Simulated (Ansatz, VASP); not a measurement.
# Sb: VASP beside Ansatz

```
CELL_PARAMETERS angstrom
0.00000 2.38576 2.38576
2.38576 0.00000 2.38576
2.38576 2.38576 0.00000
ATOMIC_POSITIONS crystal
Sb 0.00000 0.00000 0.00000
```

Alike in both runs: functional r2SCAN; k mesh 16 × 16 × 16; occupations gaussian, width 0.1 eV; no spin polarisation.

Ansatz relaxed the structure, and its values are those at the end. VASP's run is a single point on that final structure, the one shown.

```csv
,VASP,Ansatz
version,VASP 6.6.1,Ansatz 0.2.0
potentials or method,"VASP PAW PBE potentials, release 64 (Sb), cutoff 520 eV","scalar-relativistic, plane waves, PAW"
valence electrons in the cell,5,15
```

```tsv
	VASP	Ansatz	Ansatz less VASP
gap on the k mesh at the Fermi level (eV)	none	none	-
pressure (GPa)	-0.1	0.0	+0.11
```

VASP's potentials were made for PBE, not for r2SCAN. A gap of «none» marks a metal or a gap that the smearing closes. With one functional, cell and mesh, what is left measures potentials, basis and numerics. VASP's potentials hold 5 valence electrons a cell and Ansatz's 15, so a difference there can come from the potentials and not from the codes.

Spin-orbit coupling is off throughout.
